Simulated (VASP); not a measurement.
# SrTiO3 (Pm-3m) in VASP: single point with LDA

Aim: the single point of SrTiO3 with LDA.

All numbers are computed with VASP 6.6.1; they aren't measurements. Logs are shortened: lines on timing, memory, paths and dates and some standing lists are left out, and cuts for length are marked.

**1. The cell of the first run**

Symmetry: Pm-3m, No. 221, cubic system. The conventional cell has a = 3.854 Å, b = 3.854 Å, c = 3.854 Å, α = 90.00°, β = 90.00°, γ = 90.00°. Sr (site symmetry m-3m) has 12 O at 2.73 Å and 8 Ti at 3.34 Å within 3.6 Å. Within 2.6 Å of Ti (site symmetry m-3m) lie 6 O at 1.93 Å. O (site symmetry 4/mmm) has 2 Ti at 1.93 Å within 2.6 Å.

**2. Single point, LDA**

Contents of INCAR:

```
PREC     = Accurate       # precision mode
ENCUT    = 910            # plane-wave cutoff, eV
EDIFF    = 1E-6           # SCF threshold, eV
ISMEAR   = 0              # smearing method
SIGMA    = 0.02           # smearing width, eV
LREAL    = F              # projectors in reciprocal space
LASPH    = T              # aspherical terms in the spheres
NELM     = 120            # most SCF steps
ALGO     = Normal         # electronic algorithm
ISIF     = 2              # what is computed and relaxed
LWAVE    = F              # write WAVECAR
LCHARG   = F              # write CHGCAR
GGA      = CA             # functional
NBANDS   = 28             # bands
GGA_COMPAT= F
```

Contents of KPOINTS:

```
Automatic mesh
0
Gamma
  8 8 8
```

Contents of POSCAR:

```
SrTiO3
1.0
    3.8542116071      0.0000000000      0.0000000000
    0.0000000000      3.8542116071      0.0000000000
    0.0000000000      0.0000000000      3.8542116071
Sr Ti O
1 1 3
Direct
    0.5000000000      0.5000000000      0.5000000000
    0.0000000000      0.0000000000      0.0000000000
    0.5000000000      0.0000000000      0.0000000000
    0.0000000000      0.5000000000      0.0000000000
    0.0000000000      0.0000000000      0.5000000000
```

Potentials or basis: VASP PAW LDA potentials, release 64 (Sr_sv, Ti_sv, O_h).

On the command line:

```sh
$ cat potpaw_LDA.64/Sr_sv/POTCAR potpaw_LDA.64/Ti_sv/POTCAR potpaw_LDA.64/O_h/POTCAR > POTCAR
$ mpirun -np 1 vasp_std > vasp.out
```

OUTCAR:

```text
PREC = Accurate
   ENCUT = 910
   EDIFF = 1E-6
   ISMEAR = 0
   LREAL = F
   LASPH = T
   NELM = 120
   ISIF = 2
   GGA = CA

 ion  position               nearest neighbor table
   1  0.500  0.500  0.500-   3 2.73   4 2.73   5 2.73   3 2.73   4 2.73   3 2.73   5 2.73   3 2.73
                             4 2.73   5 2.73   4 2.73   5 2.73   2 3.34   2 3.34   2 3.34   2 3.34
   2  0.000  0.000  0.000-   3 1.93   4 1.93   5 1.93   5 1.93   4 1.93   3 1.93   1 3.34   1 3.34
                             1 3.34   1 3.34   1 3.34   1 3.34   1 3.34   1 3.34
   3  0.500  0.000  0.000-   2 1.93   2 1.93   1 2.73   1 2.73   1 2.73   1 2.73
   4  0.000  0.500  0.000-   2 1.93   2 1.93   1 2.73   1 2.73   1 2.73   1 2.73
   5  0.000  0.000  0.500-   2 1.93   2 1.93   1 2.73   1 2.73   1 2.73   1 2.73

  LATTYP: Found a simple cubic cell.
 ALAT       =     3.8542116071

  Lattice vectors:

 A1 = (   3.8542116071,   0.0000000000,   0.0000000000)
 A2 = (   0.0000000000,   3.8542116071,   0.0000000000)
 A3 = (   0.0000000000,   0.0000000000,   3.8542116071)

Analysis of symmetry for initial positions (statically):
=====================================================================
 Subroutine PRICEL returns:
 Original cell was already a primitive cell.

 Routine SETGRP: Setting up the symmetry group for a
 simple cubic supercell.

 Subroutine GETGRP returns: Found 48 space group operations
 (whereof 48 operations were pure point group operations)
 out of a pool of 48 trial point group operations.

The static configuration has the point symmetry O_h .

Analysis of symmetry for dynamics (positions and initial velocities):
=====================================================================
 Subroutine PRICEL returns:
 Original cell was already a primitive cell.

 Routine SETGRP: Setting up the symmetry group for a
 simple cubic supercell.

 Subroutine GETGRP returns: Found 48 space group operations
 (whereof 48 operations were pure point group operations)
 out of a pool of 48 trial point group operations.

The dynamic configuration has the point symmetry O_h .

 Subroutine INISYM returns: Found 48 space group operations
 (whereof 48 operations are pure point group operations),
 and found     1 'primitive' translations

----------------------------------------------------------------------------------------

                                     Primitive cell

  volume of cell :      57.2541

  direct lattice vectors                    reciprocal lattice vectors
     3.854211607  0.000000000  0.000000000     0.259456434  0.000000000  0.000000000
     0.000000000  3.854211607  0.000000000     0.000000000  0.259456434  0.000000000
     0.000000000  0.000000000  3.854211607     0.000000000  0.000000000  0.259456434

  length of vectors
     3.854211607  3.854211607  3.854211607     0.259456434  0.259456434  0.259456434

  position of ions in fractional coordinates (direct lattice)
     0.500000000  0.500000000  0.500000000
     0.000000000  0.000000000  0.000000000
     0.500000000  0.000000000  0.000000000
     0.000000000  0.500000000  0.000000000
     0.000000000  0.000000000  0.500000000

  ion indices of the primitive-cell ions
   primitive index   ion index
                 1           1
                 2           2
                 3           3
                 4           4
                 5           5

----------------------------------------------------------------------------------------

 KPOINTS: Automatic mesh

Automatic generation of k-mesh.
 Grid dimensions read from file:
 generate k-points for:    8    8    8

 Generating k-lattice:

  Cartesian coordinates                     Fractional coordinates (reciprocal lattice)
     0.032432054  0.000000000  0.000000000     0.125000000  0.000000000  0.000000000
     0.000000000  0.032432054  0.000000000     0.000000000  0.125000000  0.000000000
     0.000000000  0.000000000  0.032432054     0.000000000  0.000000000  0.125000000

  Length of vectors
     0.032432054  0.032432054  0.032432054

  Shift w.r.t. Gamma in fractional coordinates (k-lattice)
     0.000000000  0.000000000  0.000000000

 Subroutine IBZKPT returns following result:
 ===========================================

 Found     35 irreducible k-points:

 Following reciprocal coordinates:
            Coordinates               Weight
  0.000000  0.000000  0.000000      1.000000
  0.125000  0.000000  0.000000      6.000000
  0.250000  0.000000  0.000000      6.000000
  0.375000  0.000000  0.000000      6.000000
  0.500000  0.000000  0.000000      3.000000
  0.125000  0.125000  0.000000     12.000000
[... 16 lines left out ...]
  0.375000  0.375000  0.125000     24.000000
  0.500000  0.375000  0.125000     24.000000
 [... further k-points ...]
   k-points           NKPTS =     35   k-points in BZ     NKDIM =     35   number of bands    NBANDS=     28
   number of dos      NEDOS =    301   number of ions     NIONS =      5
   total plane-waves  NPLWV =  64000
   dimension x,y,z NGX =    40 NGY =   40 NGZ =   40
   dimension x,y,z NGXF=    80 NGYF=   80 NGZF=   80
   ions per type =               1   1   3
   NGX,Y,Z   is equivalent  to a cutoff of  17.25, 17.25, 17.25 a.u.
   NGXF,Y,Z  is equivalent  to a cutoff of  34.51, 34.51, 34.51 a.u.
 SYSTEM =  unknown system
   PREC   = accura    normal or accurate (medium, high low for compatibility)
   ISTART =      0    job   : 0-new  1-cont  2-samecut
   ICHARG =      2    charge: 1-file 2-atom 10-const
   ISPIN  =      1    spin polarized calculation?
   LNONCOLLINEAR =      F non collinear calculations
   LSORBIT =      F    spin-orbit coupling
   LASPH  =      T    aspherical Exc in radial PAW
   ENCUT  =  910.0 eV  66.88 Ry    8.18 a.u.   9.48  9.48  9.48*2*pi/ulx,y,z
   NELM   =    120;   NELMIN=  2; NELMDL= -5     # of ELM steps
   EDIFF  = 0.1E-05   stopping-criterion for ELM
   LREAL  =      F    real-space projection
   EDIFFG = 0.1E-04   stopping-criterion for IOM
   NSW    =      0    number of steps for IOM
   IBRION =     -1    ionic relax: 0-MD 1-quasi-New 2-CG
   NFREE  =      0    steps in history (QN), initial steepest desc. (CG)
   ISIF   =      2    stress and relaxation
   ISYM   =      2    0-nonsym 1-usesym 2-fastsym
   POTIM  = 0.5000    time-step for ionic-motion
   TEBEG  =    0.0;   TEEND  =   0.0 temperature during run
   PSTRESS=    0.0 pullay stress
   NELECT =      40.0000    total number of electrons
   NUPDOWN=      -1.0000    fix difference up-down
   EMIN   =  10.00;   EMAX   =-10.00  energy-range for DOS
   EFERMI =   0.00;   METHOD = LEGACY
   ISMEAR =     0;   SIGMA  =   0.02  broadening in eV -4-tet -1-fermi 0-gaus
   EFERMI_NEDOS =   21; number of points for ismear=-14 and -15
   IALGO  =     38    algorithm
   IMIX   =      4    mixing-type and parameters
     AMIX     =   0.40;   BMIX     =  1.00
     AMIX_MAG =   1.60;   BMIX_MAG =  1.00
  volume/ion in A,a.u.               =      11.45        77.27
  Fermi-wavevector in a.u.,A,eV,Ry     =   1.452644  2.745100 28.710679  2.110175
  Thomas-Fermi vector in A             =   2.570002
   LORBIT       =      0    0 simple, 1 ext, 2 COOP (PROOUT), +10 PAW based schemes
   GGA     = CA    functional components
   LHFCALC =     F    Hartree Fock is set to
   AEXX    =    0.0000 exact exchange contribution
   IVDW    =     0    specifies the selected vdW correction
   LEPSILON=     F    determine dielectric tensor
   LRPA    =     F    only Hartree local field effects (RPA)
 non-spin polarized calculation
 Gauss-broadening in eV      SIGMA  =   0.02
  energy-cutoff  :      910.00
  volume of cell :       57.25
 maximum number of plane-waves:      3608
 NGX is ok and might be reduce to    40
   NGX = 19   NGY = 19   NGZ = 19

 number of electron      40.0000007 magnetization

 Free energy of the ion-electron system (eV)
  ---------------------------------------------------
  ext. energy  EPLUGINS =         0.00000000
  ---------------------------------------------------
  free energy    TOTEN  =       -44.20215910 eV

  energy without entropy =      -44.20215910  energy(sigma->0) =      -44.20215910

 E-fermi :   4.7727     XC(G=0): -12.0065

 val. band max:        4.6140354704   @ k =   0.5000   0.5000   0.5000
 cond. band min:       6.4356323874   @ k =   0.0000   0.0000   0.0000
 fundamental gap:      1.8215969171
 Fermi energy:         4.7727455870

 k-point     1 :       0.0000    0.0000    0.0000
  band No.  band energies     occupation
      1     -50.9498      2.00000
      2     -27.7625      2.00000
      3     -27.6301      2.00000
      4     -27.6301      2.00000
      5     -27.6301      2.00000
      6     -12.6574      2.00000
[... 20 lines left out ...]
     27       9.8868      0.00000
     28      10.9661      0.00000

 k-point     2 :       0.1250    0.0000    0.0000
  band No.  band energies     occupation
      1     -50.9495      2.00000
      2     -27.7797      2.00000
      3     -27.6295      2.00000
      4     -27.6295      2.00000
      5     -27.6212      2.00000
      6     -12.6715      2.00000
[... 20 lines left out ...]
     27      10.1769      0.00000
     28      11.3473      0.00000

 k-point     3 :       0.2500    0.0000    0.0000
  band No.  band energies     occupation
      1     -50.9488      2.00000
      2     -27.8174      2.00000
      3     -27.6281      2.00000
      4     -27.6281      2.00000
      5     -27.6035      2.00000
      6     -12.7650      2.00000
[... 20 lines left out ...]
     27      10.9199      0.00000
     28      12.3743      0.00000

 k-point     4 :       0.3750    0.0000    0.0000
  band No.  band energies     occupation
      1     -50.9481      2.00000
      2     -27.8520      2.00000
      3     -27.6267      2.00000
      4     -27.6267      2.00000
      5     -27.5883      2.00000
      6     -12.9004      2.00000
[... 578 lines left out ...]
     27      12.8348      0.00000
     28      13.1836      0.00000

 k-point    23 :       0.3750    0.3750    0.1250
  band No.  band energies     occupation
      1     -50.9461      2.00000
      2     -27.7725      2.00000
      3     -27.7020      2.00000
      4     -27.6441      2.00000
      5     -27.6327      2.00000
      6     -12.2445      2.00000
[... 20 lines left out ...]
     27      12.9365      0.00000
     28      13.3878      0.00000

 k-point    24 :       0.5000    0.3750    0.1250
  band No.  band energies     occupation
      1     -50.9458      2.00000
      2     -27.7614      2.00000
      3     -27.7015      2.00000
      4     -27.6606      2.00000
      5     -27.6360      2.00000
      6     -12.1478      2.00000
[... 20 lines left out ...]
     27      13.1721      0.00000
     28      13.5082      0.00000

 [... further k-points ...]

------------------------ aborting loop because EDIFF is reached ----------------------------------------

  FORCE on cell =-STRESS in cart. coord.  units (eV):
  Direction    XX          YY          ZZ          XY          YZ          ZX
  --------------------------------------------------------------------------------------
  -------------------------------------------------------------------------------------
  Total        0.2747363      0.2747363      0.2747363      0.0000000      0.0000000     -0.0000000
  in kB        7.6881156      7.6881156      7.6881156      0.0000000      0.0000000     -0.0000000
  external PRESSURE =       7.6881156 kB  Pullay stress =       0.0000000 kB

 VOLUME and BASIS-vectors are now :
 -----------------------------------------------------------------------------
  energy-cutoff  :      910.00
  volume of cell :       57.25
      direct lattice vectors                 reciprocal lattice vectors
     3.854211607  0.000000000  0.000000000     0.259456434  0.000000000  0.000000000
     0.000000000  3.854211607  0.000000000     0.000000000  0.259456434  0.000000000
     0.000000000  0.000000000  3.854211607     0.000000000  0.000000000  0.259456434

 POSITION                                       TOTAL-FORCE (eV/Angst)
 -----------------------------------------------------------------------------------
      1.92711      1.92711      1.92711         0.000000      0.000000      0.000000
      0.00000      0.00000      0.00000         0.000000      0.000000      0.000000
      1.92711      0.00000      0.00000         0.000000      0.000000      0.000000
      0.00000      1.92711      0.00000         0.000000      0.000000      0.000000
      0.00000      0.00000      1.92711         0.000000      0.000000      0.000000
 -----------------------------------------------------------------------------------
    total drift:                               -0.000000      0.000000     -0.000000

  FREE ENERGIE OF THE ION-ELECTRON SYSTEM (eV)
  ---------------------------------------------------
  free  energy   TOTEN  =       -44.2021590981 eV

  energy  without entropy=      -44.2021590981  energy(sigma->0) =      -44.20215910
```

Wall time 2.3 min (1 thread of AMD EPYC 7R43 (Zen 3), shared host); peak memory 0.25 GiB.

Results:

```yaml
Free_energy: -44.2022 eV
Pressure: 0.8 GPa
Band_gap_on_the_k_mesh: 1.82 eV (least direct gap 2.15 eV)
```

Caveat: the cutoff is under 1.25 times the usual one of these potentials, so pressure, stress and relaxed cells hold a basis-set (Pulay) error. A k mesh can miss the band edges.
